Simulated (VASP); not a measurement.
# Ag in VASP: notebook

The runs below take Ag through single point, with PBE+D3(BJ).

Program: VASP 6.6.1. These are calculated values, not measurements. Logs are shortened: lines on timing, memory, paths and dates and some standing lists are left out, and cuts for length are marked.

### Step 1. The cell of the first run

The typed cell holds 4 atoms: a = 5.461 Å, b = 5.461 Å, c = 2.913 Å, α = 62.02°, β = 117.98°, γ = 120.00°.

### Step 2. Single point, PBE+D3(BJ)

Input file INCAR:

```
  ALGO = Fast
  EDIFF = 1E-6
  ENCUT = 520
  GGA = PE
  ISIF = 2
  ISMEAR = 0
  IVDW = 12
  LASPH = True
  LCHARG = False
  LREAL = False
  LWAVE = False
  NBANDS = 30
  NELM = 100
  PREC = Accurate
  SIGMA = 0.1
```

Input file KPOINTS:

```
k-points
0
Gamma
  9 9 14
```

Input file POSCAR:

```
Ag
1.0
    5.4610672655      0.0000000978     -0.0013601386
   -2.7305335481      4.7294230326      0.0013601385
   -1.3658913078      0.7885977143      2.4485637599
Ag
4
Direct
    0.0000000000      0.5000000000      0.0000000000
    0.5000000000      0.5000000000      0.0000000000
    0.0000000000      0.0000000000      0.0000000000
    0.5000000000      0.0000000000      0.0000000000
```

Potentials or basis: VASP PAW PBE potentials, release 64 (Ag).

On the command line:

```
$ cat potpaw_PBE.64/Ag/POTCAR > POTCAR
$ mpirun -np 1 vasp_std > vasp.out
```

OUTCAR:

```text
EDIFF = 1E-6
   ENCUT = 520
   GGA = PE
   ISIF = 2
   ISMEAR = 0
   IVDW = 12
   LASPH = True
   LREAL = False
   NELM = 100
   PREC = Accurate
 IVDW          = 12

 ion  position               nearest neighbor table
   1  0.000  0.500  0.000-   4 2.73   4 2.73   2 2.73   2 2.73   3 2.73   3 2.73   3 2.91   3 2.91
                             2 2.91   2 2.91
   2  0.500  0.500  0.000-   3 2.73   3 2.73   1 2.73   1 2.73   4 2.73   4 2.73   4 2.91   4 2.91
                             1 2.91   1 2.91
   3  0.000  0.000  0.000-   2 2.73   2 2.73   4 2.73   4 2.73   1 2.73   1 2.73   1 2.91   1 2.91
                             4 2.91   4 2.91
   4  0.500  0.000  0.000-   1 2.73   1 2.73   3 2.73   3 2.73   2 2.73   2 2.73   2 2.91   2 2.91
                             3 2.91   3 2.91
[... 9 lines left out ...]
 A1 = (  -1.3646422403,   3.9408253183,  -2.4472036214)
 A2 = (  -4.0951759577,  -0.7885978121,  -2.4472036213)
 A3 = (  -1.3658913078,   0.7885977143,   2.4485637599)

Analysis of symmetry for initial positions (statically):
=====================================================================
 Subroutine PRICEL returns following result:

  LATTYP: Found a base centered monoclinic cell.
 ALAT       =     4.7294231304
 B/A-ratio  =     0.5773502692
 C/A-ratio  =     0.6158384717
 COS(beta)  =    -0.5417567918

  Lattice vectors:

 A1 = (   1.3652667740,  -2.3647115163,  -0.0006800692)
 A2 = (   2.7305336328,   0.0000000489,  -0.0006800693)
 A3 = (  -1.3658913078,   0.7885977143,   2.4485637599)

   4 primitive cells build up your supercell.

 Routine SETGRP: Setting up the symmetry group for a
 base centered monoclinic supercell.

 Subroutine GETGRP returns: Found  4 space group operations
 (whereof  4 operations were pure point group operations)
 out of a pool of  4 trial point group operations.

The static configuration has the point symmetry C_2h.

Analysis of symmetry for dynamics (positions and initial velocities):
=====================================================================
 Subroutine PRICEL returns following result:

  LATTYP: Found a base centered monoclinic cell.
 ALAT       =     4.7294231304
 B/A-ratio  =     0.5773502692
 C/A-ratio  =     0.6158384717
 COS(beta)  =    -0.5417567918

  Lattice vectors:

 A1 = (   1.3652667740,  -2.3647115163,  -0.0006800692)
 A2 = (   2.7305336328,   0.0000000489,  -0.0006800693)
 A3 = (  -1.3658913078,   0.7885977143,   2.4485637599)
[... 107 lines left out ...]
   NELM   =    100;   NELMIN=  2; NELMDL= -5     # of ELM steps
   EDIFF  = 0.1E-05   stopping-criterion for ELM
   LREAL  =      F    real-space projection
   EDIFFG = 0.1E-04   stopping-criterion for IOM
   NSW    =      0    number of steps for IOM
   IBRION =     -1    ionic relax: 0-MD 1-quasi-New 2-CG
   NFREE  =      0    steps in history (QN), initial steepest desc. (CG)
   ISIF   =      2    stress and relaxation
   ISYM   =      2    0-nonsym 1-usesym 2-fastsym
   POTIM  = 0.5000    time-step for ionic-motion
   TEBEG  =    0.0;   TEEND  =   0.0 temperature during run
   PSTRESS=    0.0 pullay stress
   NELECT =      44.0000    total number of electrons
   NUPDOWN=      -1.0000    fix difference up-down
   EMIN   =  10.00;   EMAX   =-10.00  energy-range for DOS
   EFERMI =   0.00;   METHOD = LEGACY
   ISMEAR =     0;   SIGMA  =   0.10  broadening in eV -4-tet -1-fermi 0-gaus
   EFERMI_NEDOS =   21; number of points for ismear=-14 and -15
   IALGO  =     68    algorithm
   IMIX   =      4    mixing-type and parameters
     AMIX     =   0.40;   BMIX     =  1.00
     AMIX_MAG =   1.60;   BMIX_MAG =  1.00
  volume/ion in A,a.u.               =      15.81       106.67
  Fermi-wavevector in a.u.,A,eV,Ry     =   1.450731  2.741484 28.635093  2.104620
  Thomas-Fermi vector in A             =   2.568309
   LORBIT       =      0    0 simple, 1 ext, 2 COOP (PROOUT), +10 PAW based schemes
   GGA     = PE    functional components
   LHFCALC =     F    Hartree Fock is set to
   AEXX    =    0.0000 exact exchange contribution
   IVDW    =    12    specifies the selected vdW correction
   LEPSILON=     F    determine dielectric tensor
   LRPA    =     F    only Hartree local field effects (RPA)
 non-spin polarized calculation
 RMM-DIIS sequential band-by-band and
 Gauss-broadening in eV      SIGMA  =   0.10
  energy-cutoff  :      520.00
  volume of cell :       63.23
 maximum number of plane-waves:      1724
 NGX is ok and might be reduce to    42
   NGX = 21   NGY = 21   NGZ = 11

 number of electron      44.0000000 magnetization

 Free energy of the ion-electron system (eV)
  ---------------------------------------------------
  ext. energy  EPLUGINS =         0.00000000
  ---------------------------------------------------
  free energy    TOTEN  =       -10.34220940 eV

  energy without entropy =      -10.33565193  energy(sigma->0) =      -10.33893066

 E-fermi :   9.5743     XC(G=0): -12.6619

 val. band max:        9.5715334773   @ k =   0.4444   0.1111   0.5000
 cond. band min:       9.5965952507   @ k =   0.1111   0.0000   0.3571
 fundamental gap:      0.0250617735
 Fermi energy:         9.5742975758

 k-point     1 :       0.0000    0.0000    0.0000
  band No.  band energies     occupation
      1       1.1832      2.00000
      2       2.4875      2.00000
      3       2.6082      2.00000
      4       2.6082      2.00000
      5       2.7365      2.00000
      6       3.9849      2.00000
[... 781 lines left out ...]
     29      23.5356      0.00000
     30      23.5356      0.00000

 [... further k-points ...]

------------------------ aborting loop because EDIFF is reached ----------------------------------------

 Edisp (eV)   -2.54975

 E8    (eV) :    -1.1159

  FORCE on cell =-STRESS in cart. coord.  units (eV):
  Direction    XX          YY          ZZ          XY          YZ          ZX
  --------------------------------------------------------------------------------------
  -------------------------------------------------------------------------------------
  Total       6.14621     6.14813    -0.03825     0.00166     0.00512    -0.00887
  in kB     155.74047   155.78913    -0.96929     0.04215     0.12974    -0.22471
  external pressure =      103.52 kB  Pullay stress =        0.00 kB

 VOLUME and BASIS-vectors are now :
 -----------------------------------------------------------------------------
  energy-cutoff  :      520.00
  volume of cell :       63.23
      direct lattice vectors                 reciprocal lattice vectors
     5.461067265  0.000000098 -0.001360139     0.183131352  0.105711343  0.068110866
    -2.730533548  4.729423033  0.001360139    -0.000016968  0.211452074 -0.068110866
    -1.365891308  0.788597714  2.448563760     0.000101736 -0.000058737  0.408478348

 POSITION                                       TOTAL-FORCE (eV/Angst)
 -----------------------------------------------------------------------------------
     -1.36527      2.36471      0.00068         0.000000     -0.000000      0.000000
      1.36527      2.36471     -0.00000        -0.000000      0.000000     -0.000000
      0.00000      0.00000      0.00000        -0.000000      0.000000      0.000000
      2.73053      0.00000     -0.00068        -0.000000     -0.000000     -0.000000
 -----------------------------------------------------------------------------------
    total drift:                                0.000000     -0.000000     -0.000000

  FREE ENERGIE OF THE ION-ELECTRON SYSTEM (eV)
  ---------------------------------------------------
  free  energy   TOTEN  =       -12.8919563305 eV

  energy  without entropy=      -12.8853988616  energy(sigma->0) =      -12.88867760
```

Run time: 12 min. Hardware: 1 thread of Oxide Virtual Turin-like, shared host; peak memory 0.5 GiB.

What came out:

| Item | Value |
| --- | --- |
| Free energy | -12.8920 eV |
| Pressure | 10.4 GPa |
| Band gap on the k mesh | zero (band 22 reaches 12.48 eV, above the bottom of band 23 at 6.69 eV) |
| Dispersion energy per atom | -0.637 eV |

Caveat: pairwise dispersion overbinds metals, which lowers pressure and volume.

### Step 3. Single point, PBE+D3(BJ)

This run uses another cell than the first one, of 16.19 Å³/atom, 1.024 times its volume.

Input file INCAR:

```
PREC     = Accurate       # precision mode
ENCUT    = 520            # plane-wave cutoff, eV
EDIFF    = 1E-6           # SCF threshold, eV
ISMEAR   = 0              # smearing method
SIGMA    = 0.1            # smearing width, eV
LREAL    = False          # projectors in reciprocal space
LASPH    = True           # aspherical terms in the spheres
NELM     = 60             # most SCF steps
ALGO     = Fast           # electronic algorithm
ISIF     = 2              # what is computed and relaxed
LWAVE    = False          # write WAVECAR
LCHARG   = True           # write CHGCAR
GGA      = PE             # functional
IVDW     = 12             # dispersion correction
LELF     = True           # ELF
LVHAR    = True         
NBANDS   = 30             # bands
```

Input file KPOINTS:

```
Automatic mesh
0
Gamma
  9 9 14
```

Input file POSCAR:

```
Ag
1.0
    5.4610674349      0.0000000000      0.0000000000
   -2.7305337175      4.7294231304      0.0000000000
   -1.3652668587      0.7882371884      2.5074410483
Ag
4
Direct
    0.0000000000      0.5000000000      0.0000000000
    0.5000000000      0.5000000000      0.0000000000
    0.0000000000      0.0000000000      0.0000000000
    0.5000000000      0.0000000000      0.0000000000
```

Potentials or basis: VASP PAW PBE potentials, release 64 (Ag).

On the command line:

```
$ cat potpaw_PBE.64/Ag/POTCAR > POTCAR
$ mpirun -np 1 vasp_std > vasp.out
```

Wall time 15 min (1 thread of Oxide Virtual Turin-like, shared host); peak memory 0.52 GiB.

The run converged. Its results:

- Free energy: -12.8690 eV
- Pressure: 7.6 GPa
- Band gap on the k mesh: zero (band 22 reaches 12.09 eV, above the bottom of band 23 at 6.39 eV)
- Dispersion energy per atom: -0.622 eV

Stress tensor (GPa, compression positive):
```
13.55  0.04  0.08
 0.04 13.59 -0.04
 0.08 -0.04 -4.40
```

Levels at points of the mesh, in eV from the Fermi level:
```tsv
k point	band 20	band 21	band 22	band 23	band 24	band 25
(0.00, 0.00, 0.00)	-2.78	-2.70	-0.28	-0.28	1.53	4.44
(0.00, 0.00, 0.50)	-2.70	-1.43	-0.28	1.53	1.53	2.25
```

Caveat: pairwise dispersion overbinds metals, which lowers pressure and volume.
